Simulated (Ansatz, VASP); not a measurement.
MgS in VASP and in Ansatz

The input POSCAR:

```
MgS
1.0
    0.0000000000      2.8308768389      2.9353361943
    2.8308768389      0.0000000000      2.9353361943
    2.8308768389      2.8308768389      0.0000000000
Mg S
1 1
Direct
    0.0000000000      0.0000000000      0.0000000000
    0.2500000000      0.2500000000      0.2500000000
```

The input INCAR.step1:

```
SYSTEM = MgS
PREC     = Accurate       ! precision mode
ENCUT    = 520            ! plane-wave cutoff, eV
ISMEAR   = 0              ! smearing method
SIGMA    = 0.01           ! smearing width, eV
LREAL    = .False.        ! projectors in reciprocal space
LASPH    = .True.         ! aspherical terms in the spheres
NELM     = 60             ! most SCF steps
NBANDS   = 11             ! bands
GGA      = PE             ! functional
ALGO     = Normal         ! electronic algorithm
EDIFF    = 1E-4           ! SCF threshold, eV
LWAVE    = .True.         ! write WAVECAR
LCHARG   = .False.        ! write CHGCAR
```

Contents of INCAR.step2:

```
SYSTEM = MgS
PREC     = Accurate       ! precision mode
ENCUT    = 520            ! plane-wave cutoff, eV
EDIFF    = 1E-6           ! SCF threshold, eV
ISMEAR   = 0              ! smearing method
SIGMA    = 0.01           ! smearing width, eV
LREAL    = .False.        ! projectors in reciprocal space
LASPH    = .True.         ! aspherical terms in the spheres
NELM     = 60             ! most SCF steps
ALGO     = Normal         ! electronic algorithm
ISIF     = 2              ! what is computed and relaxed
LWAVE    = .False.        ! write WAVECAR
LCHARG   = .False.        ! write CHGCAR
METAGGA  = R2SCAN         ! meta-GGA
LMIXTAU  = .True.       
NBANDS   = 11             ! bands
ISTART   = 1
```

File KPOINTS:

```
regular mesh
0
Gamma
  8 8 8
  0 0 0
```

Input for Ansatz:

```yaml
crystal:
  lattice:
    - [0.0, 2.8308768389, 2.9353361943]
    - [2.8308768389, 0.0, 2.9353361943]
    - [2.8308768389, 2.8308768389, 0.0]
  atoms:
    - { symbol: Mg, position: [0.0, 0.0, 0.0] }
    - { symbol: S, position: [0.25, 0.25, 0.25] }
kpoints:
  mp_grid: { grid: [8, 8, 8] }
  band_path:
    path:
      - [0.0, 0.0, 0.0]
      - [-0.5, -0.5, 0.0]
      - [-0.375, -0.375, 0.25]
      - [-0.375, 0.0, 0.375]
      - [0.0, 0.0, 0.5]
      - [-0.5, -0.25, 0.25]
    npoints: 1
hamiltonian:
  xc: r2scan
scf:
  occupations: { method: fixed }
  n_extra_bands: 4
output:
  forces: true
  stress: true
  eigenvalues: true
```

Change from the starting cell: uniaxial_z strain +3.7%.

Alike in both runs: task single point; functional r2SCAN; k mesh 8 × 8 × 8; no spin polarisation.

|  | VASP | Ansatz |
| --- | --- | --- |
| version | VASP 6.6.1 | Ansatz 0.2.0 |
| potentials or method | VASP PAW PBE potentials, release 64 (Mg, S) | plane waves, PAW |
| plane-wave cutoff (eV) | 520 | 500 |
| occupations | gaussian, width 0.01 eV | fixed |
| valence electrons in the cell | 8 | 16 |

```tsv
	VASP	Ansatz	Ansatz less VASP
gap on the k mesh at the Fermi level (eV)	3.90	3.91	+0.013
pressure (GPa)	-2.3	-2.0	+0.28
traceless stress, the component that is largest in VASP (GPa)	-0.69	-0.67	+0.015
```

VASP's potentials were made for PBE, not for r2SCAN. VASP's potentials hold 8 valence electrons a cell and Ansatz's 16, so a difference there can come from the potentials and not from the codes.
